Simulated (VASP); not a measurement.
Input of a VASP 6.6.1 run:

INCAR

```
  PREC = Accurate
  ENCUT = 520
  EDIFF = 1E-6
  ISMEAR = -1
  SIGMA = 0.03
  LREAL = False
  LASPH = True
  NELM = 150
  ALGO = Normal
  ISIF = 2
  LWAVE = False
  LCHARG = True
  ISPIN = 2
  MAGMOM = 1.2 0 0
  LORBIT = 11
  NUPDOWN = 1.2
  LMAXMIX = 4
  GGA = CA
  LELF = True
  LVHAR = True
  NBANDS = 24
```

Contents of KPOINTS:

```
regular mesh
0
Gamma
  11 11 6
```

Contents of POSCAR:

```
MnO2
1.0
    2.8565781804      0.0000000000      0.0000000000
   -1.4282890902      2.4738692722      0.0000000000
    0.0000000000      0.0000000000      4.6013740589
Mn O
1 2
Direct
    0.0000000000      0.0000000000      0.5000000000
    0.6666666667      0.3333333333      0.2937074300
    0.3333333333      0.6666666667      0.7062925700
```

Potentials or basis: VASP PAW LDA potentials, release 64 (Mn_pv, O).

Launch:

```bash
$ cat potpaw_LDA.64/Mn_pv/POTCAR potpaw_LDA.64/O/POTCAR > POTCAR
$ mpirun -np 1 vasp_std > vasp.out
```

Q: Estimate the largest force.

A: 0.709 eV/Å.

Q: Estimate the pressure.

A: -15.7 GPa.

Forces in eV/Å, atoms in the order of the input:
```
Mn   0.000  0.000  0.000
O    0.000  0.000  0.709
O    0.000  0.000 -0.709
```

Caveat: the cell stands under tension; the total moment is fixed, so each spin has its own Fermi level; a cell with one magnetic atom can't hold antiferromagnetic order, which such compounds often take.
